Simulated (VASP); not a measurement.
## Pt: single point with PBEsol

Crystal: Pt.

```
CELL_PARAMETERS angstrom
-1.53669 1.53669 1.63175
1.53669 -1.53669 1.63175
1.53669 1.53669 -1.63175
ATOMIC_POSITIONS crystal
Pt 0.00000 0.00000 0.00000
```

This cell differs from its parent crystal: strain -0.030 along x and y, +0.030 along z.

```
Program                : VASP 6.6.1
Task                   : single point
Functional             : PBEsol
Potentials or basis    : VASP PAW PBE potentials, release 64 (Pt)
Cutoff                 : 520 eV
k mesh                 : 22 × 22 × 22
Occupations            : gaussian, width 0.15 eV
Spin                   : no spin polarisation
Dipole correction      : no
Further INCAR settings : ALGO = Fast; EDIFF = 1e-07; NBANDS = 11
```

| Property | Result |
| --- | --- |
| Pressure | -4.1 GPa |
| Band gap on the k mesh | zero (band 5 reaches 11.59 eV, above the bottom of band 6 at 9.34 eV) |

Stress tensor (GPa, compression positive):
```
-5.84  0.00  0.00
 0.00 -5.84  0.00
 0.00  0.00 -0.70
```

Levels at points of the mesh, in eV from the Fermi level:
```csv
k point,band 3,band 4,band 5,band 6,band 7,band 8
"(0.00, 0.00, 0.00)",-3.76,-3.26,-1.38,-0.74,16.37,17.48
"(0.50, 0.00, 0.00)",-1.57,-0.63,0.01,1.04,6.31,13.48
"(0.50, 0.50, 0.00)",-0.77,-0.48,0.40,1.17,6.84,12.82
"(0.50, 0.50, 0.50)",0.45,0.62,0.62,6.49,8.29,8.29
```

It took 2.3 min on 1 thread of Intel(R) Xeon(R) Platinum 8175M CPU @ 2.50GHz (Skylake/Cascade Lake) (shared host), peak memory 0.24 GiB.

Caveat: the cell differs from its parent crystal (strain -0.030 along x and y, +0.030 along z); the PAW data sets were made with another functional, which shifts forces and pressure a little; spin-orbit coupling is left out, which moves the levels of the heavy elements.
